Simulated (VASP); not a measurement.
A run of VASP 6.6.1:

The input INCAR:

```
  PREC = Accurate
  ENCUT = 520
  EDIFF = 1E-6
  ISMEAR = 0
  SIGMA = 0.1
  LREAL = F
  LASPH = T
  NELM = 100
  ALGO = Normal
  ISIF = 2
  LWAVE = F
  LCHARG = F
  GGA = PE
  NBANDS = 29
```

The input KPOINTS:

```
Automatic mesh
0
Gamma
  6 6 6
```

Contents of POSCAR:

```
HfSc2N2
1.0
   -1.9362208000      1.9362208000      4.9302293500
    1.9362208000     -1.9362208000      4.9302293500
    1.9362208000      1.9362208000     -4.9302293500
Hf Sc N
1 2 2
Direct
    0.0000000000      0.0000000000      0.0000000000
    0.6369824400      0.6369824400      0.0000000000
    0.3630175600      0.3630175600      0.0000000000
    0.7500000000      0.2500000000      0.5000000000
    0.2500000000      0.7500000000      0.5000000000
```

Potentials or basis: VASP PAW PBE potentials, release 64 (Hf_pv, Sc_sv, N).

Command:

```console
$ cat potpaw_PBE.64/Hf_pv/POTCAR potpaw_PBE.64/Sc_sv/POTCAR potpaw_PBE.64/N/POTCAR > POTCAR
$ mpirun -np 1 vasp_std > vasp.out
```

Hardware: 1 thread of AMD EPYC 7R43 64-Core Processor (Zen 3), on a shared host.

How long does it take, and how much memory?

It took 2.3 min on 1 thread of AMD EPYC 7R43 64-Core Processor (Zen 3) (shared host), peak memory 0.23 GiB. Counts: scf iterations 15, k points 30.
